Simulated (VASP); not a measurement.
# ScOF (P4/nmm) in VASP: single point with LDA

Aim: the single point of ScOF with LDA.

Program: VASP 6.6.1. These are calculated values, not measurements. Logs are shortened: lines on timing, memory, paths and dates and some standing lists are left out, and cuts for length are marked.

## Step 1: The cell of the first run

It takes space group P4/nmm (No. 129, tetragonal). The conventional cell has a = 3.628 Å, b = 3.628 Å, c = 5.172 Å, α = 90.00°, β = 90.00°, γ = 90.00°. Sc (site symmetry 4mm) has 4 O at 2.10 Å and 4 F at 2.37 Å within 2.8 Å. Within 2.8 Å of O (site symmetry -4m2) lie 4 Sc at 2.10 Å and 4 O at 2.57 Å and 2 F at 2.59 Å. Within 3.1 Å of F (site symmetry -4m2) lie 4 Sc at 2.37 Å and 4 F at 2.57 Å and 2 O at 2.59 Å.

## Step 2: Single point, LDA

INCAR

```
PREC     = Accurate       # precision mode
ENCUT    = 520            # plane-wave cutoff, eV
EDIFF    = 1E-6           # SCF threshold, eV
ISMEAR   = 1              # smearing method
SIGMA    = 0.1            # smearing width, eV
LREAL    = F              # projectors in reciprocal space
LASPH    = T              # aspherical terms in the spheres
NELM     = 100            # most SCF steps
ALGO     = Normal         # electronic algorithm
ISIF     = 2              # what is computed and relaxed
LWAVE    = F              # write WAVECAR
LCHARG   = F              # write CHGCAR
NBANDS   = 33             # bands
```

KPOINTS

```
Automatic mesh
0
Gamma
  5 5 4
```

POSCAR

```
ScOF
1.0
    3.6275200000      0.0000000000      0.0000000000
    0.0000000000      3.6275200000      0.0000000000
    0.0000000000      0.0000000000      5.1721960000
Sc O F
2 2 2
Direct
    0.5000000000      0.0000000000      0.7058540000
    0.0000000000      0.5000000000      0.2941460000
    0.0000000000      0.0000000000      0.5000000000
    0.5000000000      0.5000000000      0.5000000000
    0.5000000000      0.5000000000      0.0000000000
    0.0000000000      0.0000000000      0.0000000000
```

Potentials or basis: VASP PAW LDA potentials, release 64 (Sc_sv, O, F).

Launch:

```sh
$ cat potpaw_LDA.64/Sc_sv/POTCAR potpaw_LDA.64/O/POTCAR potpaw_LDA.64/F/POTCAR > POTCAR
$ mpirun -np 1 vasp_std > vasp.out
```

OUTCAR:

```text
PREC = Accurate
   ENCUT = 520
   EDIFF = 1E-6
   ISMEAR = 1
   LREAL = F
   LASPH = T
   NELM = 100
   ISIF = 2

 ion  position               nearest neighbor table
   1  0.500  0.000  0.706-   3 2.10   4 2.10   4 2.10   3 2.10   5 2.37   5 2.37   6 2.37   6 2.37
                             2 3.33   2 3.33   2 3.33   2 3.33
   2  0.000  0.500  0.294-   3 2.10   4 2.10   3 2.10   4 2.10   5 2.37   6 2.37   6 2.37   5 2.37
                             1 3.33   1 3.33   1 3.33   1 3.33
   3  0.000  0.000  0.500-   1 2.10   2 2.10   2 2.10   1 2.10
   4  0.500  0.500  0.500-   1 2.10   2 2.10   1 2.10   2 2.10
   5  0.500  0.500  0.000-   1 2.37   2 2.37   1 2.37   2 2.37
   6  0.000  0.000  0.000-   1 2.37   2 2.37   2 2.37   1 2.37

  LATTYP: Found a simple tetragonal cell.
 ALAT       =     3.6275200000
 C/A-ratio  =     1.4258214979

  Lattice vectors:

 A1 = (   3.6275200000,   0.0000000000,   0.0000000000)
 A2 = (   0.0000000000,   3.6275200000,   0.0000000000)
 A3 = (   0.0000000000,   0.0000000000,   5.1721960000)

Analysis of symmetry for initial positions (statically):
=====================================================================
 Subroutine PRICEL returns:
 Original cell was already a primitive cell.

 Routine SETGRP: Setting up the symmetry group for a
 simple tetragonal supercell.

 Subroutine GETGRP returns: Found 16 space group operations
 (whereof  8 operations were pure point group operations)
 out of a pool of 16 trial point group operations.

The static configuration has the point symmetry D_2d.
 The point group associated with its full space group is D_4h.

Analysis of symmetry for dynamics (positions and initial velocities):
=====================================================================
 Subroutine PRICEL returns:
 Original cell was already a primitive cell.

 Routine SETGRP: Setting up the symmetry group for a
 simple tetragonal supercell.

 Subroutine GETGRP returns: Found 16 space group operations
 (whereof  8 operations were pure point group operations)
 out of a pool of 16 trial point group operations.

The dynamic configuration has the point symmetry D_2d.
 The point group associated with its full space group is D_4h.

 Subroutine INISYM returns: Found 16 space group operations
 (whereof  8 operations are pure point group operations),
 and found     1 'primitive' translations

----------------------------------------------------------------------------------------

                                     Primitive cell

  volume of cell :      68.0604

  direct lattice vectors                    reciprocal lattice vectors
     3.627520000  0.000000000  0.000000000     0.275670430  0.000000000  0.000000000
     0.000000000  3.627520000  0.000000000     0.000000000  0.275670430  0.000000000
     0.000000000  0.000000000  5.172196000     0.000000000  0.000000000  0.193341474

  length of vectors
     3.627520000  3.627520000  5.172196000     0.275670430  0.275670430  0.193341474

  position of ions in fractional coordinates (direct lattice)
     0.500000000  0.000000000  0.705854000
     0.000000000  0.500000000  0.294146000
     0.000000000  0.000000000  0.500000000
     0.500000000  0.500000000  0.500000000
     0.500000000  0.500000000  0.000000000
     0.000000000  0.000000000  0.000000000

  ion indices of the primitive-cell ions
   primitive index   ion index
                 1           1
                 2           2
                 3           3
                 4           4
                 5           5
                 6           6

----------------------------------------------------------------------------------------

 KPOINTS: Automatic mesh

Automatic generation of k-mesh.
 Grid dimensions read from file:
 generate k-points for:    5    5    4

 Generating k-lattice:

  Cartesian coordinates                     Fractional coordinates (reciprocal lattice)
     0.055134086  0.000000000  0.000000000     0.200000000  0.000000000  0.000000000
     0.000000000  0.055134086  0.000000000     0.000000000  0.200000000  0.000000000
     0.000000000  0.000000000  0.048335369     0.000000000  0.000000000  0.250000000

  Length of vectors
     0.055134086  0.055134086  0.048335369

  Shift w.r.t. Gamma in fractional coordinates (k-lattice)
     0.000000000  0.000000000  0.000000000

 Subroutine IBZKPT returns following result:
 ===========================================

 Found     18 irreducible k-points:

 Following reciprocal coordinates:
            Coordinates               Weight
  0.000000  0.000000  0.000000      1.000000
  0.200000  0.000000  0.000000      4.000000
  0.400000  0.000000  0.000000      4.000000
  0.200000  0.200000  0.000000      4.000000
  0.400000  0.200000  0.000000      8.000000
  0.400000  0.400000  0.000000      4.000000
[... 10 lines left out ...]
  0.400000  0.200000  0.500000      8.000000
  0.400000  0.400000  0.500000      4.000000
   k-points           NKPTS =     18   k-points in BZ     NKDIM =     18   number of bands    NBANDS=     33
   number of dos      NEDOS =    301   number of ions     NIONS =      6
   total plane-waves  NPLWV =  31360
   dimension x,y,z NGX =    28 NGY =   28 NGZ =   40
   dimension x,y,z NGXF=    56 NGYF=   56 NGZF=   80
   ions per type =               2   2   2
   NGX,Y,Z   is equivalent  to a cutoff of  12.83, 12.83, 12.86 a.u.
   NGXF,Y,Z  is equivalent  to a cutoff of  25.66, 25.66, 25.71 a.u.
 SYSTEM =  unknown system
   PREC   = accura    normal or accurate (medium, high low for compatibility)
   ISTART =      0    job   : 0-new  1-cont  2-samecut
   ICHARG =      2    charge: 1-file 2-atom 10-const
   ISPIN  =      1    spin polarized calculation?
   LNONCOLLINEAR =      F non collinear calculations
   LSORBIT =      F    spin-orbit coupling
   LASPH  =      T    aspherical Exc in radial PAW
   ENCUT  =  520.0 eV  38.22 Ry    6.18 a.u.   6.74  6.74  9.62*2*pi/ulx,y,z
   NELM   =    100;   NELMIN=  2; NELMDL= -5     # of ELM steps
   EDIFF  = 0.1E-05   stopping-criterion for ELM
   LREAL  =      F    real-space projection
   EDIFFG = 0.1E-04   stopping-criterion for IOM
   NSW    =      0    number of steps for IOM
   IBRION =     -1    ionic relax: 0-MD 1-quasi-New 2-CG
   NFREE  =      0    steps in history (QN), initial steepest desc. (CG)
   ISIF   =      2    stress and relaxation
   ISYM   =      2    0-nonsym 1-usesym 2-fastsym
   POTIM  = 0.5000    time-step for ionic-motion
   TEBEG  =    0.0;   TEEND  =   0.0 temperature during run
   PSTRESS=    0.0 pullay stress
   NELECT =      48.0000    total number of electrons
   NUPDOWN=      -1.0000    fix difference up-down
   EMIN   =  10.00;   EMAX   =-10.00  energy-range for DOS
   EFERMI =   0.00;   METHOD = LEGACY
   ISMEAR =     1;   SIGMA  =   0.10  broadening in eV -4-tet -1-fermi 0-gaus
   EFERMI_NEDOS =   21; number of points for ismear=-14 and -15
   IALGO  =     38    algorithm
   IMIX   =      4    mixing-type and parameters
     AMIX     =   0.40;   BMIX     =  1.00
     AMIX_MAG =   1.60;   BMIX_MAG =  1.00
  volume/ion in A,a.u.               =      11.34        76.55
  Fermi-wavevector in a.u.,A,eV,Ry     =   1.457215  2.753738 28.891649  2.123476
  Thomas-Fermi vector in A             =   2.574043
   LORBIT       =      0    0 simple, 1 ext, 2 COOP (PROOUT), +10 PAW based schemes
   GGA     = CA    functional components
   LHFCALC =     F    Hartree Fock is set to
   AEXX    =    0.0000 exact exchange contribution
   IVDW    =     0    specifies the selected vdW correction
   LEPSILON=     F    determine dielectric tensor
   LRPA    =     F    only Hartree local field effects (RPA)
 non-spin polarized calculation
 Methfessel and Paxton  Order N= 1 SIGMA  =   0.10
  energy-cutoff  :      520.00
  volume of cell :       68.06
 maximum number of plane-waves:      1875
 NGX is ok and might be reduce to    28
   NGX = 13   NGY = 13   NGZ = 19

 number of electron      48.0000016 magnetization

 Free energy of the ion-electron system (eV)
  ---------------------------------------------------
  ext. energy  EPLUGINS =         0.00000000
  ---------------------------------------------------
  free energy    TOTEN  =       -52.23101733 eV

  energy without entropy =      -52.23260525  energy(sigma->0) =      -52.23154663

 E-fermi :   2.0752     XC(G=0): -11.4796

 val. band max:        2.0182578520   @ k =   0.2000   0.2000   0.5000
 cond. band min:       6.2577362898   @ k =   0.0000   0.0000   0.0000
 fundamental gap:      4.2394784378
 Fermi energy:         2.0751641251

 k-point     1 :       0.0000    0.0000    0.0000
  band No.  band energies     occupation
      1     -44.9788      2.00000
      2     -44.9275      2.00000
      3     -24.2877      2.00000
      4     -23.9359      2.00000
      5     -23.9359      2.00000
      6     -23.8631      2.00000
[... 25 lines left out ...]
     32       8.5792      0.00000
     33       9.4218      0.00000

 k-point     2 :       0.2000    0.0000    0.0000
  band No.  band energies     occupation
      1     -44.9709      2.00000
      2     -44.9294      2.00000
      3     -24.2394      2.00000
      4     -24.0194      2.00000
      5     -23.9211      2.00000
      6     -23.8968      2.00000
[... 25 lines left out ...]
     32       8.9206      0.00000
     33       8.9454      0.00000
[... 538 lines left out ...]
     32       8.5024      0.00000
     33       9.1723      0.00000

 k-point    18 :       0.4000    0.4000    0.5000
  band No.  band energies     occupation
      1     -44.9394      2.00000
      2     -44.9355      2.00000
      3     -24.1938      2.00000
      4     -24.1711      2.00000
      5     -24.0417      2.00000
      6     -23.9631      2.00000
[... 25 lines left out ...]
     32       7.9965      0.00000
     33       9.0820      0.00000

------------------------ aborting loop because EDIFF is reached ----------------------------------------

  FORCE on cell =-STRESS in cart. coord.  units (eV):
  Direction    XX          YY          ZZ          XY          YZ          ZX
  --------------------------------------------------------------------------------------
  -------------------------------------------------------------------------------------
  Total       -4.7579479     -4.7579479     -4.6479803      0.0000000      0.0000000      0.0000000
  in kB     -112.0045495   -112.0045495   -109.4158545      0.0000000      0.0000000      0.0000000
  external PRESSURE =    -111.1416511 kB  Pullay stress =       0.0000000 kB

 VOLUME and BASIS-vectors are now :
 -----------------------------------------------------------------------------
  energy-cutoff  :      520.00
  volume of cell :       68.06
      direct lattice vectors                 reciprocal lattice vectors
     3.627520000  0.000000000  0.000000000     0.275670430  0.000000000  0.000000000
     0.000000000  3.627520000  0.000000000     0.000000000  0.275670430  0.000000000
     0.000000000  0.000000000  5.172196000     0.000000000  0.000000000  0.193341474

 POSITION                                       TOTAL-FORCE (eV/Angst)
 -----------------------------------------------------------------------------------
      1.81376      0.00000      3.65082        -0.000000      0.000000     -0.124816
      0.00000      1.81376      1.52138        -0.000000     -0.000000      0.124816
      0.00000      0.00000      2.58610        -0.000000     -0.000000      0.000000
      1.81376      1.81376      2.58610        -0.000000      0.000000      0.000000
      1.81376      1.81376      0.00000         0.000000     -0.000000      0.000000
      0.00000      0.00000      0.00000        -0.000000      0.000000      0.000000
 -----------------------------------------------------------------------------------
    total drift:                                0.000000      0.000000      0.000000

  FREE ENERGIE OF THE ION-ELECTRON SYSTEM (eV)
  ---------------------------------------------------
  free  energy   TOTEN  =       -52.2310173265 eV

  energy  without entropy=      -52.2326052488  energy(sigma->0) =      -52.23154663
```

Run time: 40 s. Hardware: 1 thread of AMD EPYC 7R13 (Zen 3), shared host; peak memory 0.14 GiB.

What came out:

```yaml
Free_energy: -52.2310 eV
Pressure: -11.1 GPa
Largest_force: 0.125 eV/Å
Band_gap_on_the_k_mesh: 4.24 eV (least direct gap 4.46 eV)
```

Forces on the atoms (eV/Å):
```
Sc   0.000  0.000 -0.125
Sc   0.000  0.000  0.125
O    0.000  0.000  0.000
O    0.000  0.000  0.000
F    0.000  0.000  0.000
F    0.000  0.000  0.000
```

Caveat: the cell stands under tension; an odd mesh through Γ misses points on the zone boundary, where band edges can lie.
